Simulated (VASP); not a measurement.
**C: single point with r2SCAN**

The system is C.

```
CELL_PARAMETERS angstrom
0.00000 2.15866 3.56176
1.24634 0.00000 3.56176
1.24634 2.15866 0.00000
ATOMIC_POSITIONS crystal
C 0.16670 0.83330 0.16670
C 0.83330 0.16670 0.83330
```

This cell differs from its parent crystal: strain +0.015 along x and y, +0.000 along z.

```yaml
Program: VASP 6.6.1
Task: single point
Functional: r2SCAN
Potentials_or_basis: VASP PAW PBE potentials, release 64 (C)
Cutoff: 520 eV
k_mesh: 14 × 14 × 14
Occupations: gaussian, width 0.05 eV
Spin: no spin polarisation
Dipole_correction: no
Further_INCAR_settings: ALGO = Normal; EDIFF = 1e-06; NBANDS = 11
```

The pressure is -10.6 GPa and the band gap on the k mesh is 0.59 eV, indirect (least direct gap 0.69 eV).

Forces on the atoms (eV/Å):
```
C    0.000  0.002  0.000
C    0.000 -0.002  0.000
```

Stress tensor (GPa, compression positive):
```
-15.98   0.00   0.00
  0.00 -15.96   0.00
  0.00   0.00   0.00
```

Levels at points of the mesh, in eV from the valence-band top:
```tsv
k point	band 2	band 3	band 4	band 5	band 6	band 7
(0.00, 0.00, 0.00)	-6.92	-3.13	-3.12	4.21	8.52	8.58
(0.50, 0.00, 0.00)	-13.70	-6.59	-2.35	1.84	7.42	12.68
(0.50, 0.50, 0.00)	-8.43	-3.14	-3.12	8.51	8.55	9.91
(0.50, 0.00, 0.50)	-13.75	-6.58	-1.78	2.52	7.56	11.43
(0.00, 0.50, 0.50)	-13.64	-6.61	-2.86	1.28	7.29	13.94
```

Run time: 6.2 min on 1 thread of AMD EPYC 7R13 Processor (Zen 3), on a shared host, peak memory 0.17 GiB.

Caveat: the cell differs from its parent crystal (strain +0.015 along x and y, +0.000 along z); the PAW data sets were made with another functional, which shifts forces and pressure a little. A k mesh can miss the band edges.
